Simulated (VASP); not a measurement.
# Mg2NCl (R-3m) in VASP: notebook, part 2 of 2

VASP 6.6.1. Earlier steps stand in the parts before.

### Step 5. Single point, LDA (strain -0.025 along x and y, -0.050 along z)

INCAR reads:

```
SYSTEM = Mg2NCl
PREC     = Accurate       ! precision mode
ENCUT    = 520            ! plane-wave cutoff, eV
EDIFF    = 1E-6           ! SCF threshold, eV
ISMEAR   = 0              ! smearing method
SIGMA    = 0.05           ! smearing width, eV
LREAL    = .FALSE.        ! projectors in reciprocal space
LASPH    = .TRUE.         ! aspherical terms in the spheres
NELM     = 80             ! most SCF steps
ALGO     = Normal         ! electronic algorithm
ISIF     = 2              ! what is computed and relaxed
LWAVE    = .FALSE.        ! write WAVECAR
LCHARG   = .FALSE.        ! write CHGCAR
GGA      = CA             ! functional
NBANDS   = 16             ! bands
```

KPOINTS reads:

```
Automatic mesh
0
G
  9 9 9
  0 0 0
```

POSCAR reads:

```
Mg2NCl
1.0
    1.6191499507      0.9348166599      5.7028281500
   -1.6191499507      0.9348166599      5.7028281500
    0.0000000000     -1.8696333198      5.7028281500
Mg N Cl
2 1 1
Direct
    0.2228150000      0.2228150000      0.2228150000
    0.7771850000      0.7771850000      0.7771850000
    0.5000000000      0.5000000000      0.5000000000
    0.0000000000      0.0000000000      0.0000000000
```

Potentials or basis: VASP PAW LDA potentials, release 64 (Mg, N, Cl).

Run with:

```sh
$ cat potpaw_LDA.64/Mg/POTCAR potpaw_LDA.64/N/POTCAR potpaw_LDA.64/Cl/POTCAR > POTCAR
$ mpirun -np 1 vasp_std > vasp.out
```

OUTCAR:

```text
SYSTEM = Mg2NCl
   PREC = Accurate
   ENCUT = 520
   EDIFF = 1E-6
   ISMEAR = 0
   LREAL = .FALSE.
   LASPH = .TRUE.
   NELM = 80
   ISIF = 2
   GGA = CA

 ion  position               nearest neighbor table
   1  0.223  0.223  0.223-   3 2.10   3 2.10   3 2.10   4 2.66   4 2.66   4 2.66   2 2.68   2 2.68
                             2 2.68
   2  0.777  0.777  0.777-   3 2.10   3 2.10   3 2.10   4 2.66   4 2.66   4 2.66   1 2.68   1 2.68
                             1 2.68
   3  0.500  0.500  0.500-   1 2.10   1 2.10   2 2.10   2 2.10   1 2.10   2 2.10
   4  0.000  0.000  0.000-   2 2.66   2 2.66   1 2.66   1 2.66   2 2.66   1 2.66

  LATTYP: Found a trigonal (rhomboedric) cell.
 ALAT       =     6.0014812887
 COS(alpha) =     0.8544248572

  Lattice vectors:

 A1 = (   1.6191499507,   0.9348166599,   5.7028281500)
 A2 = (  -1.6191499507,   0.9348166599,   5.7028281500)
 A3 = (   0.0000000000,  -1.8696333198,   5.7028281500)

Analysis of symmetry for initial positions (statically):
=====================================================================
 Subroutine PRICEL returns:
 Original cell was already a primitive cell.

[... 177 lines left out ...]
 cond. band min:       7.5825396335   @ k =   0.0000   0.0000   0.0000
 fundamental gap:      3.0329900153
 Fermi energy:         4.8482750454

 k-point     1 :       0.0000    0.0000    0.0000
  band No.  band energies     occupation
      1     -12.2403      2.00000
      2      -8.1650      2.00000
      3      -2.1254      2.00000
      4       2.2092      2.00000
      5       2.2092      2.00000
      6       3.7799      2.00000
[... 433 lines left out ...]
      3      -2.0337      2.00000
      4      -0.9443      2.00000
      5       1.2809      2.00000
      6       1.5527      2.00000
[... 8 lines left out ...]
     15      15.3559      0.00000
     16      17.2857      0.00000

 [... further k-points ...]

------------------------ aborting loop because EDIFF is reached ----------------------------------------

  FORCE on cell =-STRESS in cart. coord.  units (eV):
  Direction    XX          YY          ZZ          XY          YZ          ZX
  --------------------------------------------------------------------------------------
  -------------------------------------------------------------------------------------
  Total        0.4612210      0.4612210      1.5723425      0.0000000      0.0000000      0.0000000
  in kB       14.2680507     14.2680507     48.6410211      0.0000000      0.0000000      0.0000000
  external PRESSURE =      25.7257075 kB  Pullay stress =       0.0000000 kB

 VOLUME and BASIS-vectors are now :
 -----------------------------------------------------------------------------
  energy-cutoff  :      520.00
  volume of cell :       51.79
      direct lattice vectors                 reciprocal lattice vectors
     1.619149951  0.934816660  5.702828150     0.308804012  0.178288079  0.058450531
    -1.619149951  0.934816660  5.702828150    -0.308804012  0.178288079  0.058450531
     0.000000000 -1.869633320  5.702828150     0.000000000 -0.356576158  0.058450531

 POSITION                                       TOTAL-FORCE (eV/Angst)
 -----------------------------------------------------------------------------------
      0.00000      0.00000      3.81203         0.000000      0.000000      0.352952
      0.00000      0.00000     13.29646         0.000000     -0.000000     -0.352952
      0.00000      0.00000      8.55424         0.000000      0.000000      0.000000
      0.00000      0.00000      0.00000         0.000000      0.000000     -0.000000
 -----------------------------------------------------------------------------------
    total drift:                                0.000000     -0.000000     -0.000000

  FREE ENERGIE OF THE ION-ELECTRON SYSTEM (eV)
  ---------------------------------------------------
  free  energy   TOTEN  =       -20.3244177342 eV

  energy  without entropy=      -20.3244177342  energy(sigma->0) =      -20.32441773
```

Run time: 85 s. Hardware: 1 thread of Intel Xeon 6975P-C (Granite Rapids), shared host; peak memory 0.29 GiB.

What came out:

* Free energy: -20.3244 eV
* Pressure: 2.6 GPa
* Largest force: 0.353 eV/Å
* Band gap on the k mesh: 3.03 eV

Forces in eV/Å, atoms in the order of the input:
```
Mg   0.000  0.000  0.353
Mg   0.000  0.000 -0.353
N    0.000  0.000  0.000
Cl   0.000  0.000  0.000
```

Caveat: the cell differs from its parent crystal (strain -0.025 along x and y, -0.050 along z); an odd mesh through Γ misses points on the zone boundary, where band edges can lie.

### Step 6. Single point, LDA (strain -0.050 along x and y, +0.025 along z)

Edit INCAR of step 5 so:

```diff
@@ -3,3 +3,3 @@
 ENCUT    = 520            ! plane-wave cutoff, eV
-EDIFF    = 1E-6           ! SCF threshold, eV
+EDIFF    = 1E-7           ! SCF threshold, eV
 ISMEAR   = 0              ! smearing method
@@ -8,3 +8,3 @@
 LASPH    = .TRUE.         ! aspherical terms in the spheres
-NELM     = 80             ! most SCF steps
+NELM     = 60             ! most SCF steps
 ALGO     = Normal         ! electronic algorithm
```

KPOINTS reads:

```
regular mesh
0
G
  9 9 9
  0 0 0
```

POSCAR reads:

```
Mg2NCl
1.0
    1.5776332853      0.9108470019      6.1530514250
   -1.5776332853      0.9108470019      6.1530514250
    0.0000000000     -1.8216940039      6.1530514250
Mg N Cl
2 1 1
Direct
    0.2228150000      0.2228150000      0.2228150000
    0.7771850000      0.7771850000      0.7771850000
    0.5000000000      0.5000000000      0.5000000000
    0.0000000000      0.0000000000      0.0000000000
```

Potentials or basis: VASP PAW LDA potentials, release 64 (Mg, N, Cl).

Run with:

```sh
$ cat potpaw_LDA.64/Mg/POTCAR potpaw_LDA.64/N/POTCAR potpaw_LDA.64/Cl/POTCAR > POTCAR
$ mpirun -np 1 vasp_std > vasp.out
```

Wall time 1.8 min (1 thread of Intel Xeon 6975P-C (Granite Rapids), shared host); peak memory 0.3 GiB.

It converged, with:

```yaml
Free_energy: -20.2154 eV
Pressure: 1.5 GPa
Largest_force: 0.158 eV/Å
Band_gap_on_the_k_mesh: 1.98 eV
```

Forces in eV/Å, atoms in the order of the input:
```
Mg   0.000  0.000 -0.158
Mg   0.000  0.000  0.158
N    0.000  0.000  0.000
Cl   0.000  0.000  0.000
```

Stress tensor (GPa, compression positive):
```
 6.50  0.00  0.00
 0.00  6.50  0.00
 0.00  0.00 -8.55
```

Levels at points of the mesh, in eV from the valence-band top:
```
           k point  band 6  band 7  band 8  band 9  band 10  band 11
(0.00, 0.00, 0.00)   -1.76    0.00    0.00    1.98     5.97     8.09
```

Caveat: the cell differs from its parent crystal (strain -0.050 along x and y, +0.025 along z); an odd mesh through Γ misses points on the zone boundary, where band edges can lie.

### Step 7. Summary

```csv
cell,gap on the mesh (eV),pressure (GPa),largest force (eV/Å)
"a = 5.987 Å, angles 30.6°, 4 atoms",3.27,9.7,0.57
"a = 6.130 Å, angles 29.8°, 4 atoms",2.83,6.6,0.33
"a = 6.273 Å, angles 29.1°, 4 atoms",2.40,3.8,0.08
"a = 6.001 Å, angles 31.3°, 4 atoms",3.03,2.6,0.35
"a = 6.417 Å, angles 28.5°, 4 atoms",1.98,1.5,0.16
```

Alike in all rows: task single point; level LDA; potentials or basis VASP PAW LDA potentials, release 64 (Mg, N, Cl); no spin polarisation; k mesh 9 × 9 × 9; cutoff (eV) 520; smearing gaussian 0.05 eV.

Caveats: an odd mesh through Γ misses points on the zone boundary, where band edges can lie; the cell stands under pressure (at least some runs).

Absolute energies hang on the potentials; compare differences alone.
